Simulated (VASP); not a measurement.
# Bi in VASP: further runs

Bi is run at these levels: PBE, PBEsol, LDA; tasks: single point.

Program: VASP 6.6.1. These are calculated values, not measurements. Logs are shortened: lines on timing, memory, paths and dates and some standing lists are left out, and cuts for length are marked.

## Step 1: The cell of the first run

The cell holds a slab with vacuum, 4 atoms: a = 4.926 Å, b = 4.631 Å, c = 29.360 Å, α = 90.00°, β = 90.00°, γ = 90.00°.

## Step 2: Single point, PBE

INCAR

```
SYSTEM = Bi
ALGO = Normal ; DIPOL = 0.5 0.5 0.324
EDIFF = 1E-7 ; ENCUT = 520
GGA = PE ; IDIPOL = 3
ISIF = 2 ; ISMEAR = -1
LASPH = .TRUE. ; LCHARG = .FALSE.
LDIPOL = .TRUE. ; LREAL = .FALSE.
LWAVE = .FALSE. ; NBANDS = 38
NELM = 60 ; PREC = Accurate
SIGMA = 0.02
```

KPOINTS

```
k-points
0
G
  4 6 1
  0 0 0
```

POSCAR

```
Bi
1.0
    4.9255684545      0.0000000000      0.0000000000
    0.0000000000      4.6308880886      0.0000000000
    0.0000000000      0.0000000000     29.3597916812
Bi
4
Direct
    0.0373389846      0.0000000000      0.3742673609
    0.4626610154      0.5000000000      0.3742673609
    0.5373389846      0.5000000000      0.2728761954
    0.9626610154      0.0000000000      0.2728761954
```

Potentials or basis: VASP PAW PBE potentials, release 64 (Bi_d).

Command:

```console
> cat potpaw_PBE.64/Bi_d/POTCAR > POTCAR
> mpirun -np 1 vasp_std > vasp.out
```

OUTCAR:

```text
SYSTEM = Bi
   EDIFF = 1E-7
   ENCUT = 520
   GGA = PE
   ISIF = 2
   ISMEAR = -1
   LASPH = .TRUE.
   LREAL = .FALSE.
   NELM = 60
   PREC = Accurate

 ion  position               nearest neighbor table
   1  0.037  0.000  0.374-   4 3.00   2 3.12   2 3.12   2 3.66   2 3.66
   2  0.463  0.500  0.374-   3 3.00   1 3.12   1 3.12   1 3.66   1 3.66
   3  0.537  0.500  0.273-   2 3.00   4 3.12   4 3.12   4 3.66   4 3.66
   4  0.963  0.000  0.273-   1 3.00   3 3.12   3 3.12   3 3.66   3 3.66

  LATTYP: Found a simple orthorhombic cell.
 ALAT       =     4.6308880886
 B/A-ratio  =     1.0636336617
 C/A-ratio  =     6.3399916214

  Lattice vectors:

 A1 = (   0.0000000000,  -4.6308880886,   0.0000000000)
 A2 = (   4.9255684545,   0.0000000000,   0.0000000000)
 A3 = (   0.0000000000,   0.0000000000,  29.3597916812)

Analysis of symmetry for initial positions (statically):
=====================================================================
 Subroutine PRICEL returns:
 Original cell was already a primitive cell.

 Routine SETGRP: Setting up the symmetry group for a
 simple orthorhombic supercell.

 Subroutine GETGRP returns: Found  8 space group operations
 (whereof  2 operations were pure point group operations)
 out of a pool of  8 trial point group operations.

The static configuration has the point symmetry C_1h.
 The point group associated with its full space group is D_2h.

Analysis of symmetry for dynamics (positions and initial velocities):
=====================================================================
 Subroutine PRICEL returns:
 Original cell was already a primitive cell.

 Routine SETGRP: Setting up the symmetry group for a
 simple orthorhombic supercell.

 Subroutine GETGRP returns: Found  8 space group operations
 (whereof  2 operations were pure point group operations)
 out of a pool of  8 trial point group operations.

The dynamic configuration has the point symmetry C_1h.
 The point group associated with its full space group is D_2h.

 Subroutine INISYM returns: Found  8 space group operations
 (whereof  2 operations are pure point group operations),
 and found     1 'primitive' translations

----------------------------------------------------------------------------------------

                                     Primitive cell

  volume of cell :     669.6897

  direct lattice vectors                    reciprocal lattice vectors
     4.925568454  0.000000000  0.000000000     0.203022252  0.000000000  0.000000000
     0.000000000  4.630888089  0.000000000     0.000000000  0.215941301  0.000000000
     0.000000000  0.000000000 29.359791681     0.000000000  0.000000000  0.034060187

  length of vectors
     4.925568454  4.630888089 29.359791681     0.203022252  0.215941301  0.034060187

  position of ions in fractional coordinates (direct lattice)
     0.037338985  0.000000000  0.374267361
     0.462661015  0.500000000  0.374267361
     0.537338985  0.500000000  0.272876195
     0.962661015  0.000000000  0.272876195

  ion indices of the primitive-cell ions
   primitive index   ion index
                 1           1
                 2           2
                 3           3
                 4           4

----------------------------------------------------------------------------------------

 KPOINTS: k-points

Automatic generation of k-mesh.
 Grid dimensions read from file:
 generate k-points for:    4    6    1

 Generating k-lattice:

  Cartesian coordinates                     Fractional coordinates (reciprocal lattice)
     0.050755563  0.000000000  0.000000000     0.250000000  0.000000000  0.000000000
     0.000000000  0.035990217  0.000000000     0.000000000  0.166666667  0.000000000
     0.000000000  0.000000000  0.034060187     0.000000000  0.000000000  1.000000000

  Length of vectors
     0.050755563  0.035990217  0.034060187

  Shift w.r.t. Gamma in fractional coordinates (k-lattice)
     0.000000000  0.000000000  0.000000000

 Subroutine IBZKPT returns following result:
 ===========================================

 Found     12 irreducible k-points:

 Following reciprocal coordinates:
            Coordinates               Weight
  0.000000  0.000000  0.000000      1.000000
  0.250000  0.000000  0.000000      2.000000
  0.500000  0.000000  0.000000      1.000000
  0.000000  0.166667  0.000000      2.000000
  0.250000  0.166667  0.000000      4.000000
  0.500000  0.166667  0.000000      2.000000
  0.000000  0.333333  0.000000      2.000000
  0.250000  0.333333  0.000000      4.000000
  0.500000  0.333333  0.000000      2.000000
  0.000000  0.500000  0.000000      1.000000
  0.250000  0.500000  0.000000      2.000000
  0.500000  0.500000  0.000000      1.000000
   k-points           NKPTS =     12   k-points in BZ     NKDIM =     12   number of bands    NBANDS=     38
   number of dos      NEDOS =    301   number of ions     NIONS =      4
   total plane-waves  NPLWV = 322560
   dimension x,y,z NGX =    40 NGY =   36 NGZ =  224
   dimension x,y,z NGXF=    80 NGYF=   72 NGZF=  448
   ions per type =               4
   NGX,Y,Z   is equivalent  to a cutoff of  13.50, 12.92, 12.68 a.u.
   NGXF,Y,Z  is equivalent  to a cutoff of  27.00, 25.85, 25.37 a.u.
 SYSTEM =  Bi
   PREC   = accura    normal or accurate (medium, high low for compatibility)
   ISTART =      0    job   : 0-new  1-cont  2-samecut
   ICHARG =      2    charge: 1-file 2-atom 10-const
   ISPIN  =      1    spin polarized calculation?
   LNONCOLLINEAR =      F non collinear calculations
   LSORBIT =      F    spin-orbit coupling
   LASPH  =      T    aspherical Exc in radial PAW
   ENCUT  =  520.0 eV  38.22 Ry    6.18 a.u.   9.16  8.61 54.59*2*pi/ulx,y,z
   NELM   =     60;   NELMIN=  2; NELMDL= -5     # of ELM steps
   EDIFF  = 0.1E-06   stopping-criterion for ELM
   LREAL  =      F    real-space projection
   EDIFFG = 0.1E-05   stopping-criterion for IOM
   NSW    =      0    number of steps for IOM
   IBRION =     -1    ionic relax: 0-MD 1-quasi-New 2-CG
   NFREE  =      0    steps in history (QN), initial steepest desc. (CG)
   ISIF   =      2    stress and relaxation
   ISYM   =      2    0-nonsym 1-usesym 2-fastsym
   POTIM  = 0.5000    time-step for ionic-motion
   TEBEG  =    0.0;   TEEND  =   0.0 temperature during run
   PSTRESS=    0.0 pullay stress
   NELECT =      60.0000    total number of electrons
   NUPDOWN=      -1.0000    fix difference up-down
   EMIN   =  10.00;   EMAX   =-10.00  energy-range for DOS
   EFERMI =   0.00;   METHOD = LEGACY
   ISMEAR =    -1;   SIGMA  =   0.02  broadening in eV -4-tet -1-fermi 0-gaus
   EFERMI_NEDOS =   21; number of points for ismear=-14 and -15
   IALGO  =     38    algorithm
   IMIX   =      4    mixing-type and parameters
     AMIX     =   0.40;   BMIX     =  1.00
     AMIX_MAG =   1.60;   BMIX_MAG =  1.00
  volume/ion in A,a.u.               =     167.42      1129.82
  Fermi-wavevector in a.u.,A,eV,Ry     =   0.732545  1.384308  7.301179  0.536622
  Thomas-Fermi vector in A             =   1.825034
   LORBIT       =      0    0 simple, 1 ext, 2 COOP (PROOUT), +10 PAW based schemes
   GGA     = PE    functional components
   LHFCALC =     F    Hartree Fock is set to
   AEXX    =    0.0000 exact exchange contribution
   IVDW    =     0    specifies the selected vdW correction
   LEPSILON=     F    determine dielectric tensor
   LRPA    =     F    only Hartree local field effects (RPA)
 non-spin polarized calculation
  energy-cutoff  :      520.00
  volume of cell :      669.69
 maximum number of plane-waves:     18087
 NGX is ok and might be reduce to    40
   NGX = 19   NGY = 17   NGZ =109

 dipolmoment           0.000000      0.000000     -0.000000 electrons x Angstroem

 number of electron      59.9999986 magnetization

 dipolmoment           0.000000      0.000000      0.000000 electrons x Angstroem

 Free energy of the ion-electron system (eV)
  ---------------------------------------------------
  ext. energy  EPLUGINS =         0.00000000
  ---------------------------------------------------
  free energy    TOTEN  =       -15.14677583 eV

  energy without entropy =      -15.14677563  energy(sigma->0) =      -15.14677573

 E-fermi :  -1.5627     XC(G=0):  -2.4235

 val. band max:       -1.8094891329   @ k =   0.0000   0.0000   0.0000
 cond. band min:      -1.3158621939   @ k =   0.0000   0.0000   0.0000
 fundamental gap:      0.4936269390
 Fermi energy:        -1.5626795007

 k-point     1 :       0.0000    0.0000    0.0000
  band No.  band energies     occupation
      1     -24.4869      2.00000
      2     -24.4792      2.00000
      3     -24.4678      2.00000
      4     -24.3645      2.00000
      5     -24.3597      2.00000
      6     -24.3508      2.00000
[... 30 lines left out ...]
     37       2.2235      0.00000
     38       2.6675      0.00000

 k-point     2 :       0.2500    0.0000    0.0000
  band No.  band energies     occupation
      1     -24.4710      2.00000
      2     -24.4505      2.00000
      3     -24.4417      2.00000
      4     -24.3867      2.00000
      5     -24.3491      2.00000
      6     -24.3411      2.00000
[... 30 lines left out ...]
     37       2.0155      0.00000
     38       2.4594      0.00000

 k-point     3 :       0.5000    0.0000    0.0000
  band No.  band energies     occupation
      1     -24.4313      2.00000
      2     -24.4313      2.00000
      3     -24.4121      2.00000
      4     -24.4120      2.00000
      5     -24.3339      2.00000
      6     -24.3339      2.00000
[... 30 lines left out ...]
     37       3.0873      0.00000
[... 289 lines left out ...]
 k-point    11 :       0.2500    0.5000    0.0000
  band No.  band energies     occupation
      1     -24.4622      2.00000
      2     -24.4622      2.00000
      3     -24.3558      2.00000
      4     -24.3558      2.00000
      5     -24.3291      2.00000
      6     -24.3291      2.00000
[... 30 lines left out ...]
     37       2.9445      0.00000
     38       2.9445      0.00000

 k-point    12 :       0.5000    0.5000    0.0000
  band No.  band energies     occupation
      1     -24.4743      2.00000
      2     -24.4743      2.00000
      3     -24.3695      2.00000
      4     -24.3695      2.00000
      5     -24.3320      2.00000
      6     -24.3320      2.00000
[... 30 lines left out ...]
     37       3.9422      0.00000
     38       3.9422      0.00000

------------------------ aborting loop because EDIFF is reached ----------------------------------------

 vacuum level on the upper side and lower side of the slab       (xc-potential included)        -0.005        -0.005

  FORCE on cell =-STRESS in cart. coord.  units (eV):
  Direction    XX          YY          ZZ          XY          YZ          ZX
  --------------------------------------------------------------------------------------
  -------------------------------------------------------------------------------------
  Total       -0.0721853     -0.0594303     -0.0278295     -0.0000000      0.0000000     -0.0000000
  in kB       -0.1726974     -0.1421822     -0.0665798     -0.0000000      0.0000000     -0.0000000
  external PRESSURE =      -0.1271531 kB  Pullay stress =       0.0000000 kB

 VOLUME and BASIS-vectors are now :
 -----------------------------------------------------------------------------
  energy-cutoff  :      520.00
  volume of cell :      669.69
      direct lattice vectors                 reciprocal lattice vectors
     4.925568454  0.000000000  0.000000000     0.203022252  0.000000000  0.000000000
     0.000000000  4.630888089  0.000000000     0.000000000  0.215941301  0.000000000
     0.000000000  0.000000000 29.359791681     0.000000000  0.000000000  0.034060187

 POSITION                                       TOTAL-FORCE (eV/Angst)
 -----------------------------------------------------------------------------------
      0.18392      0.00000     10.98841        -0.005781     -0.000000      0.005898
      2.27887      2.31544     10.98841         0.005781     -0.000000      0.005898
      2.64670      2.31544      8.01159        -0.005781     -0.000000     -0.005898
      4.74165      0.00000      8.01159         0.005781      0.000000     -0.005898
 -----------------------------------------------------------------------------------
    total drift:                               -0.000000      0.000000     -0.000001

  FREE ENERGIE OF THE ION-ELECTRON SYSTEM (eV)
  ---------------------------------------------------
  free  energy   TOTEN  =       -15.1467758276 eV

  energy  without entropy=      -15.1467756332  energy(sigma->0) =      -15.14677573

 vacuum level on the upper side and lower side of the slab         2.113         2.113
```

Wall time 7.4 min (1 thread of Oxide Virtual Turin-like, shared host); peak memory 0.7 GiB.

Results:

- Free energy: -15.1468 eV
- Largest force: 0.008 eV/Å

Forces in eV/Å, atoms in the order of the input:
```
Bi  -0.006  0.000  0.006
Bi   0.006  0.000  0.006
Bi  -0.006  0.000 -0.006
Bi   0.006  0.000 -0.006
```

Levels at points of the mesh, in eV from the Fermi level:
```csv
k point,band 27,band 28,band 29,band 30,band 31,band 32,band 33,band 34
"(0.00, 0.00, 0.00)",-2.63,-1.54,-1.36,-0.25,0.25,2.34,2.42,2.81
"(0.50, 0.00, 0.00)",-1.16,-1.16,-0.92,-0.92,0.57,0.57,1.21,1.21
"(0.00, 0.50, 0.00)",-1.48,-1.48,-1.26,-1.26,0.57,0.57,0.82,0.82
"(0.50, 0.50, 0.00)",-3.09,-3.09,-1.73,-1.73,2.11,2.11,3.98,3.98
```

Caveat: spin-orbit coupling is left out, which moves the levels of the heavy elements.

## Step 3: Single point, PBEsol

This run uses another cell than the first one.

INCAR

```
ALGO = Normal ; DIPOL = 0.5 0.5 0.324
EDIFF = 1E-7 ; ENCUT = 520
GGA = PS ; IDIPOL = 3
ISIF = 2 ; ISMEAR = -1
LASPH = T ; LCHARG = F
LDIPOL = T ; LREAL = F
LWAVE = F ; NBANDS = 38
NELM = 80 ; PREC = Accurate
SIGMA = 0.02
```

KPOINTS

```
k-points
0
Gamma
  6 6 1
```

POSCAR

```
Bi
1.0
    4.8730001529      0.0000000000      0.0000000000
    0.0000000000      4.5325409351      0.0000000000
    0.0000000000      0.0000000000     29.3597916812
Bi
4
Direct
    0.0380818153      0.0000000000      0.3738141132
    0.4619181847      0.5000000000      0.3738141132
    0.5380818153      0.5000000000      0.2733294431
    0.9619181847      0.0000000000      0.2733294431
```

Potentials or basis: VASP PAW PBE potentials, release 64 (Bi_d).

Command:

```console
> cat potpaw_PBE.64/Bi_d/POTCAR > POTCAR
> mpirun -np 1 vasp_std > vasp.out
```

Wall time 12 min (1 thread of Oxide Virtual Turin-like, shared host); peak memory 0.69 GiB.

It converged, with:

| Quantity | Value |
| --- | --- |
| Free energy | -16.5266 eV |
| Largest force | 0.008 eV/Å |

Forces on the atoms (eV/Å):
```
Bi  -0.005  0.000  0.007
Bi   0.005  0.000  0.007
Bi  -0.005  0.000 -0.007
Bi   0.005  0.000 -0.007
```

Levels at points of the mesh, in eV from the Fermi level:
```tsv
k point	band 28	band 29	band 30	band 31	band 32	band 33
(0.00, 0.00, 0.00)	-1.67	-1.39	-0.18	0.18	2.28	2.54
(0.50, 0.00, 0.00)	-1.17	-0.90	-0.90	0.67	0.67	1.30
(0.00, 0.50, 0.00)	-1.56	-1.34	-1.34	0.57	0.57	0.82
(0.50, 0.50, 0.00)	-3.29	-1.78	-1.78	2.14	2.14	3.96
```

Caveat: the PAW data sets were made with another functional, which shifts forces and pressure a little; spin-orbit coupling is left out, which moves the levels of the heavy elements.

## Step 4: Single point, PBE

This run uses another cell than the first one.

INCAR

```
PREC = Accurate
ENCUT = 520
EDIFF = 1E-6
ISMEAR = -1
SIGMA = 0.02
LREAL = F
LASPH = T
NELM = 60
ALGO = Normal
ISIF = 2
LWAVE = F
LCHARG = F
LDIPOL = T
IDIPOL = 3
DIPOL = 0.5 0.5 0.324
GGA = PE
NBANDS = 38
```

KPOINTS

```
Automatic mesh
0
Gamma
  6 6 1
```

POSCAR

```
Bi
1.0
    5.1182504709      0.0000000000      0.0000000000
    0.0000000000      4.5196965580      0.0000000000
    0.0000000000      0.0000000000     29.3597916812
Bi
4
Direct
    0.0480844698      0.0000000000      0.3738669630
    0.4519155302      0.5000000000      0.3738669630
    0.5480844698      0.5000000000      0.2732765933
    0.9519155302      0.0000000000      0.2732765933
```

Command:

```console
> cat potpaw_PBE.64/Bi_d/POTCAR > POTCAR
> mpirun -np 1 vasp_std > vasp.out
```

Wall time 11 min (1 thread of Oxide Virtual Turin-like, shared host); peak memory 0.76 GiB.

It converged, with:

```yaml
Free_energy: -15.0892 eV
Largest_force: 0.217 eV/Å
```

Forces in eV/Å, atoms in the order of the input:
```
Bi  -0.159  0.000  0.148
Bi   0.159  0.000  0.148
Bi  -0.159  0.000 -0.148
Bi   0.159  0.000 -0.148
```

Levels at points of the mesh, in eV from the Fermi level:
| k point | band 26 | band 27 | band 28 | band 29 | band 30 | band 31 | band 32 | band 33 | band 34 | band 35 |
| --- | --- | --- | --- | --- | --- | --- | --- | --- | --- | --- |
| (0.00, 0.00, 0.00) | -2.97 | -2.42 | -1.59 | -1.17 | -0.27 | 0.27 | 2.12 | 2.24 | 2.72 | 3.21 |
| (0.50, 0.00, 0.00) | -2.28 | -1.21 | -1.21 | -0.82 | -0.82 | 0.66 | 0.66 | 1.63 | 1.63 | 1.85 |
| (0.00, 0.50, 0.00) | -2.25 | -1.71 | -1.71 | -1.56 | -1.56 | 0.58 | 0.58 | 0.95 | 0.95 | 2.04 |
| (0.50, 0.50, 0.00) | -4.16 | -3.08 | -3.08 | -1.65 | -1.65 | 2.03 | 2.03 | 4.06 | 4.06 | 4.24 |

Caveat: spin-orbit coupling is left out, which moves the levels of the heavy elements.

## Step 5: Single point, LDA

This run uses another cell than the first one.

INCAR

```
SYSTEM = Bi
PREC = Accurate ; ENCUT = 520
EDIFF = 1E-6 ; ISMEAR = 0
SIGMA = 0.01 ; LREAL = .False.
LASPH = .True. ; NELM = 80
ALGO = Normal ; ISIF = 2
LWAVE = .False. ; LCHARG = .False.
LDIPOL = .True. ; IDIPOL = 3
DIPOL = 0.5 0.5 0.324 ; GGA = CA
NBANDS = 38
```

KPOINTS

```
regular mesh
0
Gamma
  6 6 1
  0 0 0
```

POSCAR is that of step 4.

Potentials or basis: VASP PAW LDA potentials, release 64 (Bi_d).

Command:

```console
> cat potpaw_LDA.64/Bi_d/POTCAR > POTCAR
> mpirun -np 1 vasp_std > vasp.out
```

Run time: 8.4 min. Hardware: 1 thread of Oxide Virtual Turin-like, shared host; peak memory 0.59 GiB.

It converged, with:

| Property | Result |
| --- | --- |
| Free energy | -17.3197 eV |
| Largest force | 0.174 eV/Å |

Forces on the atoms (eV/Å):
```
Bi   0.005  0.000 -0.174
Bi  -0.005  0.000 -0.174
Bi   0.005  0.000  0.174
Bi  -0.005  0.000  0.174
```

Levels at points of the mesh, in eV from the Fermi level:
| k point | band 26 | band 27 | band 28 | band 29 | band 30 | band 31 | band 32 | band 33 | band 34 | band 35 |
| --- | --- | --- | --- | --- | --- | --- | --- | --- | --- | --- |
| (0.00, 0.00, 0.00) | -2.78 | -2.23 | -1.41 | -0.99 | -0.07 | 0.45 | 2.30 | 2.41 | 2.88 | 3.65 |
| (0.50, 0.00, 0.00) | -2.08 | -1.02 | -1.02 | -0.65 | -0.65 | 0.84 | 0.84 | 1.79 | 1.79 | 2.03 |
| (0.00, 0.50, 0.00) | -2.06 | -1.51 | -1.51 | -1.36 | -1.36 | 0.74 | 0.74 | 1.11 | 1.11 | 2.22 |
| (0.50, 0.50, 0.00) | -3.97 | -2.90 | -2.90 | -1.44 | -1.44 | 2.21 | 2.21 | 4.24 | 4.24 | 4.42 |

Caveat: spin-orbit coupling is left out, which moves the levels of the heavy elements.

## Step 6: The runs side by side

| level | potentials or basis | cell | k mesh | smearing | largest force (eV/Å) |
| --- | --- | --- | --- | --- | --- |
| PBE | VASP PAW PBE potentials, release 64 (Bi_d) | a = 4.926, b = 4.631, c = 29.360 Å, 4 atoms, atomic positions A | 4 × 6 × 1 | fermi-dirac 0.02 eV | 0.01 |
| PBEsol | VASP PAW PBE potentials, release 64 (Bi_d) | a = 4.873, b = 4.533, c = 29.360 Å, 4 atoms, atomic positions B | 6 × 6 × 1 | fermi-dirac 0.02 eV | 0.01 |
| PBE | VASP PAW PBE potentials, release 64 (Bi_d) | a = 5.118, b = 4.520, c = 29.360 Å, 4 atoms, atomic positions C | 6 × 6 × 1 | fermi-dirac 0.02 eV | 0.22 |
| LDA | VASP PAW LDA potentials, release 64 (Bi_d) | a = 5.118, b = 4.520, c = 29.360 Å, 4 atoms, atomic positions C | 6 × 6 × 1 | gaussian 0.01 eV | 0.17 |

Alike in all rows: task single point; no spin polarisation; cutoff (eV) 520.

Caveats: spin-orbit coupling is left out, which moves the levels of the heavy elements; the PAW data sets were made with another functional, which shifts forces and pressure a little (at least some runs).

Total energies depend on the potentials used, so only differences within one code and one set of settings carry meaning.
